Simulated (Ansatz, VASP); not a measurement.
## Two plane-wave programs on Pt

```
Pt
1.0
     0.00000    2.78626    2.78626
     2.78626    0.00000    2.78626
     2.78626    2.78626    0.00000
Pt
2
Direct
  0.12500 0.12500 0.12500
  0.87500 0.87500 0.87500
```

Alike in both runs: task single point; functional revPBE; k mesh 11 × 11 × 11; occupations fermi-dirac, width 0.1 eV; no spin polarisation.

|  | VASP | Ansatz |
| --- | --- | --- |
| version | VASP 6.6.1 | Ansatz 0.2.0 |
| potentials or method | VASP PAW PBE potentials, release 64 (Pt), cutoff 520 eV | plane waves (420 eV) with PAW, scalar-relativistic |
| valence electrons in the cell | 20 | 36 |

Ansatz gave:

| Property | Result |
| --- | --- |
| pressure (GPa) | 19.0 |

Problem. Which values does VASP return?

Solution. Pressure (GPa): 18.2.

VASP's potentials were made for PBE, not for revPBE. With one functional, cell and mesh, what is left measures potentials, basis and numerics. VASP's potentials hold 20 valence electrons a cell and Ansatz's 36, so a difference there can come from the potentials and not from the codes.

Spin-orbit coupling is off throughout.
